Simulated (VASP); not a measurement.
A run of VASP 6.6.1:

INCAR

```
SYSTEM = Be5Te
PREC = Accurate
ENCUT = 520
EDIFF = 1E-7
ISMEAR = 0
SIGMA = 0.2
LREAL = .False.
LASPH = .True.
NELM = 100
ALGO = Normal
ISIF = 2
LWAVE = .False.
LCHARG = .True.
GGA = PE
LELF = .True.
LVHAR = .True.
NBANDS = 28
```

KPOINTS

```
regular mesh
0
Gamma
  6 6 2
  0 0 0
```

POSCAR

```
Be5Te
1.0
    4.0126790510      0.0000000000      0.0000000000
   -2.0063395255      3.4750819954      0.0000000000
    0.0000000000      0.0000000000     13.9197496785
Be Te
10 2
Direct
    0.3333333333      0.6666666667      0.0190658967
    0.3331585193      0.3250880416      0.8894767445
    0.0000000000      1.0000000000      0.0204120275
    0.9919295223      0.6668414807      0.8894767445
    0.6666666667      0.3333333333      0.0202885142
    0.8555045069      0.6666472005      0.1484323695
    0.3333527995      0.1888573064      0.1484323695
    0.8111426936      0.1444954931      0.1484323695
    0.6749119584      0.0080704777      0.8894767445
    0.3333333333      0.6666666667      0.5757429223
    0.6666666667      0.3333333333      0.5609186842
    0.3333333333      0.6666666667      0.2638446129
```

Potentials or basis: VASP PAW PBE potentials, release 64 (Be, Te).

Launch:

```console
$ cat potpaw_PBE.64/Be/POTCAR potpaw_PBE.64/Te/POTCAR > POTCAR
$ mpirun -np 1 vasp_std > vasp.out
```

Hardware: 1 thread of Intel(R) Xeon(R) 6975P-C (Granite Rapids), with other jobs on the host.

Question: Estimate the wall time of this run.

Answer: Run time: 82 s on 1 thread of Intel(R) Xeon(R) 6975P-C (Granite Rapids), with other jobs on the host, peak memory 0.32 GiB. Counts: scf iterations 19, k points 16.
